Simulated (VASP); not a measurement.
NbP: single point with PBEsol

NbP:

```xyz
4
Lattice="-1.6097 1.6097 5.3382 1.6097 -1.6097 5.3382 1.6097 1.6097 -5.3382" Properties=species:S:1:pos:R:3 pbc="T T T"
Nb    1.6097    0.0000    2.6823
Nb    0.0000    0.0000    5.3514
P     0.0000    1.6097    3.5381
P     0.0000    0.0000    0.8690
```

```
Program                : VASP 6.6.1
Task                   : single point
Functional             : PBEsol
Potentials or basis    : VASP PAW PBE potentials, release 64 (Nb_sv, P)
Cutoff                 : 520 eV
k mesh                 : 11 × 11 × 11
Occupations            : fermi-dirac, width 0.05 eV
Spin                   : no spin polarisation
Dipole correction      : no
Further INCAR settings : ALGO = Normal; EDIFF = 1e-07; NBANDS = 26
```

The pressure is 29.7 GPa and the band gap on the k mesh is zero (filled and empty bands overlap).

Levels at points of the mesh, in eV from the Fermi level:
```
           k point  band 16  band 17  band 18  band 19  band 20  band 21
(0.00, 0.00, 0.00)    -1.87    -1.44    -1.44     0.75     1.87     3.32
```

Wall time 4.3 min on 1 thread of Intel(R) Xeon(R) 6975P-C (Granite Rapids), on a shared host, peak memory 0.4 GiB.

Caveat: the cell stands under pressure; the PAW data sets were made with another functional, which shifts forces and pressure a little.
